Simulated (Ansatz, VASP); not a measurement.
## Two plane-wave programs on ZnS

The input INCAR:

```
ALGO = Normal
EDIFF = 1E-7
ENCUT = 520
GGA = PE
ISIF = 2
ISMEAR = 0
LASPH = True
LCHARG = False
LREAL = False
LWAVE = False
NBANDS = 16
NELM = 60
PREC = Accurate
SIGMA = 0.05
```

File KPOINTS:

```
k-points
0
Gamma
  8 8 8
```

The input POSCAR:

```
ZnS
1.0
    0.0000000000      2.7215639846      2.7215639846
    2.7215639846      0.0000000000      2.7215639846
    2.7215639846      2.7215639846      0.0000000000
Zn S
1 1
Direct
    0.0000000000      0.0000000000      0.0000000000
    0.6948846322      0.6948846322      0.7271704672
```

Input for Ansatz:

```yaml
crystal:
  lattice:
    - [0.0, 2.7215639846, 2.7215639846]
    - [2.7215639846, 0.0, 2.7215639846]
    - [2.7215639846, 2.7215639846, 0.0]
  atoms:
    - { symbol: Zn, position: [0.0, 0.0, 0.0] }
    - { symbol: S, position: [0.6948846322, 0.6948846322, 0.7271704672] }
basis:
  ecutwfc: 420
kpoints:
  mp_grid: { grid: [8, 8, 8] }
hamiltonian:
  xc: pbe
scf:
  occupations: { method: gaussian, width: 0.05 }
output:
  forces: true
  stress: true
  eigenvalues: true
```

Alike in both runs: task single point; functional PBE; k mesh 8 × 8 × 8; occupations gaussian, width 0.05 eV; no spin polarisation.

```csv
,VASP,Ansatz
version,VASP 6.6.1,Ansatz 0.2.0
potentials or method,"VASP PAW PBE potentials, release 64 (Zn, S), cutoff 520 eV","scalar-relativistic, plane waves, PAW"
valence electrons in the cell,18,18
```

```csv
,VASP,Ansatz,Ansatz less VASP
gap on the k mesh at the Fermi level (eV),2.03,2.02,-0.009
least direct gap on the mesh (eV),2.03,2.02,-0.009
pressure (GPa),3.2,3.1,-0.16
"traceless stress, the component that is largest in VASP (GPa)",-3.93,-3.84,+0.084
rms of the force components (eV/Å),0.592,0.587,-0.0049
```

Atom by atom the forces differ by 0.005 eV/Å (rms over components).
